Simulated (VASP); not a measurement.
# MnO (Fm-3m) in VASP: a series of runs

Runs on MnO. Level: PBE. Tasks: single point.

Everything below comes from runs of VASP 6.6.1. Logs are shortened: lines on timing, memory, paths and dates and some standing lists are left out, and cuts for length are marked.

### Step 1. The cell of the first run

It takes space group Fm-3m (No. 225, cubic). The conventional cell has a = 4.354 Å, b = 4.354 Å, c = 4.354 Å, α = 90.00°, β = 90.00°, γ = 90.00°. Mn (site symmetry m-3m) has 6 O at 2.18 Å within 2.9 Å. Within 2.9 Å of O (site symmetry m-3m) lie 6 Mn at 2.18 Å.

### Step 2. Single point, PBE, collinear spin, ferromagnetic start (volume scaled by 0.9405)

INCAR reads:

```
ALGO     = Normal         # electronic algorithm
EDIFF    = 1E-7           # SCF threshold, eV
ENCUT    = 520            # plane-wave cutoff, eV
GGA      = PE             # functional
ISIF     = 2              # what is computed and relaxed
ISMEAR   = -1             # smearing method
ISPIN    = 2              # spin polarisation
LASPH    = True           # aspherical terms in the spheres
LCHARG   = False          # write CHGCAR
LMAXMIX  = 4              # l up to which the mixer works
LORBIT   = 11             # projections on sites
LREAL    = False          # projectors in reciprocal space
LWAVE    = False          # write WAVECAR
MAGMOM   = 4 0            # initial moments
NBANDS   = 20             # bands
NELM     = 150            # most SCF steps
PREC     = Accurate       # precision mode
SIGMA    = 0.05           # smearing width, eV
```

KPOINTS reads:

```
k-points
0
Gamma
  14 14 14
```

POSCAR reads:

```
MnO
1.0
    0.0000000000      2.1770261943      2.1770261943
    2.1770261943      0.0000000000      2.1770261943
    2.1770261943      2.1770261943      0.0000000000
Mn O
1 1
Direct
    0.0000000000      0.0000000000      0.0000000000
    0.5000000000      0.5000000000      0.5000000000
```

Potentials or basis: VASP PAW PBE potentials, release 64 (Mn_pv, O).

On the command line:

```
> cat potpaw_PBE.64/Mn_pv/POTCAR potpaw_PBE.64/O/POTCAR > POTCAR
> mpirun -np 1 vasp_std > vasp.out
```

OUTCAR:

```text
EDIFF = 1E-7
   ENCUT = 520
   GGA = PE
   ISIF = 2
   ISMEAR = -1
   ISPIN = 2
   LASPH = True
   LORBIT = 11
   LREAL = False
   NELM = 150
   PREC = Accurate

 ion  position               nearest neighbor table
   1  0.000  0.000  0.000-   2 2.18   2 2.18   2 2.18   2 2.18   2 2.18   2 2.18
   2  0.500  0.500  0.500-   1 2.18   1 2.18   1 2.18   1 2.18   1 2.18   1 2.18

  LATTYP: Found a face centered cubic cell.
 ALAT       =     4.3540523886

  Lattice vectors:

 A1 = (   0.0000000000,   2.1770261943,   2.1770261943)
 A2 = (   2.1770261943,   0.0000000000,   2.1770261943)
 A3 = (   2.1770261943,   2.1770261943,   0.0000000000)

Analysis of symmetry for initial positions (statically):
=====================================================================
 Subroutine PRICEL returns:
 Original cell was already a primitive cell.

 Routine SETGRP: Setting up the symmetry group for a
 face centered cubic supercell.

 Subroutine GETGRP returns: Found 48 space group operations
 (whereof 48 operations were pure point group operations)
 out of a pool of 48 trial point group operations.

The static configuration has the point symmetry O_h .

Analysis of symmetry for dynamics (positions and initial velocities):
=====================================================================
 Subroutine PRICEL returns:
 Original cell was already a primitive cell.

 Routine SETGRP: Setting up the symmetry group for a
 face centered cubic supercell.

 Subroutine GETGRP returns: Found 48 space group operations
 (whereof 48 operations were pure point group operations)
 out of a pool of 48 trial point group operations.

The dynamic configuration has the point symmetry O_h .

Analysis of structural, dynamic, and magnetic symmetry:
=====================================================================
 Subroutine PRICEL returns:
 Original cell was already a primitive cell.

 Routine SETGRP: Setting up the symmetry group for a
 face centered cubic supercell.

 Subroutine GETGRP returns: Found 48 space group operations
 (whereof 48 operations were pure point group operations)
 out of a pool of 48 trial point group operations.

The overall configuration has the point symmetry O_h .

 Subroutine INISYM returns: Found 48 space group operations
 (whereof 48 operations are pure point group operations),
 and found     1 'primitive' translations

----------------------------------------------------------------------------------------

                                     Primitive cell

  volume of cell :      20.6358

  direct lattice vectors                    reciprocal lattice vectors
     0.000000000  2.177026194  2.177026194    -0.229671100  0.229671100  0.229671100
     2.177026194  0.000000000  2.177026194     0.229671100 -0.229671100  0.229671100
     2.177026194  2.177026194  0.000000000     0.229671100  0.229671100 -0.229671100

  length of vectors
     3.078779970  3.078779970  3.078779970     0.397802014  0.397802014  0.397802014

  position of ions in fractional coordinates (direct lattice)
     0.000000000  0.000000000  0.000000000
     0.500000000  0.500000000  0.500000000

  ion indices of the primitive-cell ions
   primitive index   ion index
                 1           1
                 2           2

----------------------------------------------------------------------------------------

 KPOINTS: k-points

Automatic generation of k-mesh.
 Grid dimensions read from file:
 generate k-points for:   14   14   14

 Generating k-lattice:

  Cartesian coordinates                     Fractional coordinates (reciprocal lattice)
    -0.016405079  0.016405079  0.016405079     0.071428571  0.000000000  0.000000000
     0.016405079 -0.016405079  0.016405079     0.000000000  0.071428571  0.000000000
     0.016405079  0.016405079 -0.016405079     0.000000000  0.000000000  0.071428571

  Length of vectors
     0.028414430  0.028414430  0.028414430

  Shift w.r.t. Gamma in fractional coordinates (k-lattice)
     0.000000000  0.000000000  0.000000000

 Subroutine IBZKPT returns following result:
 ===========================================

 Found    104 irreducible k-points:

 Following reciprocal coordinates:
            Coordinates               Weight
  0.000000  0.000000  0.000000      1.000000
  0.071429  0.000000  0.000000      8.000000
  0.142857  0.000000  0.000000      8.000000
  0.214286  0.000000  0.000000      8.000000
  0.285714  0.000000  0.000000      8.000000
  0.357143  0.000000  0.000000      8.000000
[... 16 lines left out ...]
  0.214286  0.142857  0.000000     24.000000
  0.285714  0.142857  0.000000     24.000000
 [... further k-points ...]
   k-points           NKPTS =    104   k-points in BZ     NKDIM =    104   number of bands    NBANDS=     20
   number of dos      NEDOS =    301   number of ions     NIONS =      2
   total plane-waves  NPLWV =  13824
   dimension x,y,z NGX =    24 NGY =   24 NGZ =   24
   dimension x,y,z NGXF=    48 NGYF=   48 NGZF=   48
   ions per type =               1   1
   NGX,Y,Z   is equivalent  to a cutoff of  12.96, 12.96, 12.96 a.u.
   NGXF,Y,Z  is equivalent  to a cutoff of  25.92, 25.92, 25.92 a.u.
 SYSTEM =  unknown system
   PREC   = accura    normal or accurate (medium, high low for compatibility)
   ISTART =      0    job   : 0-new  1-cont  2-samecut
   ICHARG =      2    charge: 1-file 2-atom 10-const
   ISPIN  =      2    spin polarized calculation?
   LNONCOLLINEAR =      F non collinear calculations
   LSORBIT =      F    spin-orbit coupling
   LASPH  =      T    aspherical Exc in radial PAW
   ENCUT  =  520.0 eV  38.22 Ry    6.18 a.u.   5.72  5.72  5.72*2*pi/ulx,y,z
   NELM   =    150;   NELMIN=  2; NELMDL= -5     # of ELM steps
   EDIFF  = 0.1E-06   stopping-criterion for ELM
   LREAL  =      F    real-space projection
   EDIFFG = 0.1E-05   stopping-criterion for IOM
   NSW    =      0    number of steps for IOM
   IBRION =     -1    ionic relax: 0-MD 1-quasi-New 2-CG
   NFREE  =      0    steps in history (QN), initial steepest desc. (CG)
   ISIF   =      2    stress and relaxation
   ISYM   =      2    0-nonsym 1-usesym 2-fastsym
   POTIM  = 0.5000    time-step for ionic-motion
   TEBEG  =    0.0;   TEEND  =   0.0 temperature during run
   PSTRESS=    0.0 pullay stress
   NELECT =      19.0000    total number of electrons
   NUPDOWN=      -1.0000    fix difference up-down
   EMIN   =  10.00;   EMAX   =-10.00  energy-range for DOS
   EFERMI =   0.00;   METHOD = LEGACY
   ISMEAR =    -1;   SIGMA  =   0.05  broadening in eV -4-tet -1-fermi 0-gaus
   EFERMI_NEDOS =   21; number of points for ismear=-14 and -15
   IALGO  =     38    algorithm
   IMIX   =      4    mixing-type and parameters
     AMIX     =   0.40;   BMIX     =  1.00
     AMIX_MAG =   1.60;   BMIX_MAG =  1.00
  volume/ion in A,a.u.               =      10.32        69.63
  Fermi-wavevector in a.u.,A,eV,Ry     =   1.592645  3.009663 34.511434  2.536519
  Thomas-Fermi vector in A             =   2.690998
   LORBIT       =     11    0 simple, 1 ext, 2 COOP (PROOUT), +10 PAW based schemes
   GGA     = PE    functional components
   LHFCALC =     F    Hartree Fock is set to
   AEXX    =    0.0000 exact exchange contribution
   IVDW    =     0    specifies the selected vdW correction
   LEPSILON=     F    determine dielectric tensor
   LRPA    =     F    only Hartree local field effects (RPA)
 spin polarized calculation
  energy-cutoff  :      520.00
  volume of cell :       20.64
 maximum number of plane-waves:       568
   NGX = 11   NGY = 11   NGZ = 11

 number of electron      19.0000009 magnetization       4.5811711

 Free energy of the ion-electron system (eV)
  ---------------------------------------------------
  ext. energy  EPLUGINS =         0.00000000
  ---------------------------------------------------
  free energy    TOTEN  =       -16.37564799 eV

  energy without entropy =      -16.36739525  energy(sigma->0) =      -16.37152162

 E-fermi :   8.3825     XC(G=0): -12.2303

 val. band max:        8.3704184268   @ k =  -0.4286   0.0714   0.0000
 cond. band min:       8.3959891055   @ k =  -0.2143   0.2143   0.0714
 fundamental gap:      0.0255706787
 Fermi energy:         8.3825263551

 spin component 1

 k-point     1 :       0.0000    0.0000    0.0000
  band No.  band energies     occupation
      1     -41.9949      1.00000
      2     -41.9949      1.00000
      3     -41.9949      1.00000
      4     -12.5053      1.00000
      5       4.2686      1.00000
      6       4.2686      1.00000
[... 12 lines left out ...]
     19      29.2147      0.00000
     20      29.2148      0.00000

 k-point     2 :       0.0714    0.0000    0.0000
  band No.  band energies     occupation
      1     -41.9991      1.00000
      2     -41.9954      1.00000
      3     -41.9954      1.00000
      4     -12.4559      1.00000
      5       3.7606      1.00000
      6       3.9509      1.00000
[... 498 lines left out ...]
 k-point    24 :       0.2857    0.1429    0.0000
  band No.  band energies     occupation
      1     -42.0358      1.00000
      2     -42.0062      1.00000
      3     -42.0049      1.00000
      4     -11.9217      1.00000
      5       1.1689      1.00000
      6       2.6978      1.00000
[... 12 lines left out ...]
     19      31.3833      0.00000
     20      34.3655      0.00000

 [... further k-points ...]

 spin component 2

 k-point     1 :       0.0000    0.0000    0.0000
  band No.  band energies     occupation
      1     -37.4863      1.00000
      2     -37.4863      1.00000
      3     -37.4863      1.00000
      4     -12.0790      1.00000
      5       4.6386      1.00000
      6       4.6386      1.00000
[... 12 lines left out ...]
     19      31.4956      0.00000
     20      31.4957      0.00000

 k-point     2 :       0.0714    0.0000    0.0000
  band No.  band energies     occupation
      1     -37.4916      1.00000
      2     -37.4869      1.00000
      3     -37.4869      1.00000
      4     -12.0308      1.00000
      5       4.2991      1.00000
      6       4.5246      1.00000
[... 498 lines left out ...]
 k-point    24 :       0.2857    0.1429    0.0000
  band No.  band energies     occupation
      1     -37.5380      1.00000
      2     -37.5001      1.00000
      3     -37.4983      1.00000
      4     -11.5093      1.00000
      5       2.0226      1.00000
      6       3.6367      1.00000
[... 12 lines left out ...]
     19      32.7968      0.00000
     20      35.8498      0.00000

 [... further k-points ...]
[... 5 lines left out ...]
  --------------------------------------------------------------------------------------
  -------------------------------------------------------------------------------------
  Total        0.9420017      0.9420017      0.9420017      0.0000000      0.0000000     -0.0000000
  in kB       73.1376985     73.1376985     73.1376985      0.0000000      0.0000000     -0.0000000
  external PRESSURE =      73.1376985 kB  Pullay stress =       0.0000000 kB

 VOLUME and BASIS-vectors are now :
 -----------------------------------------------------------------------------
  energy-cutoff  :      520.00
  volume of cell :       20.64
      direct lattice vectors                 reciprocal lattice vectors
     0.000000000  2.177026194  2.177026194    -0.229671100  0.229671100  0.229671100
     2.177026194  0.000000000  2.177026194     0.229671100 -0.229671100  0.229671100
     2.177026194  2.177026194  0.000000000     0.229671100  0.229671100 -0.229671100

 POSITION                                       TOTAL-FORCE (eV/Angst)
 -----------------------------------------------------------------------------------
      0.00000      0.00000      0.00000         0.000000      0.000000      0.000000
      2.17703      2.17703      2.17703         0.000000     -0.000000      0.000000
 -----------------------------------------------------------------------------------
    total drift:                                0.000000     -0.000000     -0.000000

  FREE ENERGIE OF THE ION-ELECTRON SYSTEM (eV)
  ---------------------------------------------------
  free  energy   TOTEN  =       -16.3756479945 eV

  energy  without entropy=      -16.3673952547  energy(sigma->0) =      -16.37152162

 total charge

# of ion       s       p       d       tot
------------------------------------------
    1        0.212   6.197   5.016  11.425
    2        1.562   3.436   0.000   4.999
--------------------------------------------------
tot          1.775   9.633   5.016  16.424

 magnetization (x)

# of ion       s       p       d       tot
------------------------------------------
    1        0.033   0.026   4.127   4.186
    2        0.031   0.157   0.000   0.189
--------------------------------------------------
tot          0.064   0.184   4.127   4.374
```

It took 31 s on 1 thread of Intel Xeon 6975P-C (Granite Rapids), shared host; peak memory 0.18 GiB.

What came out:

```
Free energy                                           : -16.3756 eV
Pressure                                              : 7.3 GPa
Net moment                                            : 4.58 μB per cell
Site moments                                          : Mn +4.19; O +0.19 μB
Valence electrons inside the program's atomic spheres : Mn 11.43; O 5.00
```

Caveat: a cell with one magnetic atom can't hold antiferromagnetic order, which such compounds often take; semilocal functionals often make such compounds metallic where correlation or magnetic order opens a gap, which also shifts bond lengths.

(Continued in part 2 of 3.)
